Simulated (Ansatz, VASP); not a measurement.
**Rh: VASP beside Ansatz**

```
CELL_PARAMETERS angstrom
0.00000 1.90299 1.90299
1.90299 0.00000 1.90299
1.90299 1.90299 0.00000
ATOMIC_POSITIONS crystal
Rh 0.00000 0.00000 0.00000
```

Alike in both runs: task single point; functional PBEsol; k mesh 18 × 18 × 18; occupations fermi-dirac, width 0.05 eV; no spin polarisation.

|  | VASP | Ansatz |
| --- | --- | --- |
| version | VASP 6.6.1 | Ansatz 0.2.0 |
| potentials or method | VASP PAW PBE potentials, release 64 (Rh_pv), cutoff 500 eV | all-electron LAPW, scalar-relativistic |

VASP gave:

- pressure (GPa): -5.8

Task: What did Ansatz give for the same quantities?

Result: Pressure (GPa): -5.7.

VASP's potentials were made for PBE, not for PBEsol. Ansatz ran all-electron here, and VASP with PAW potentials.
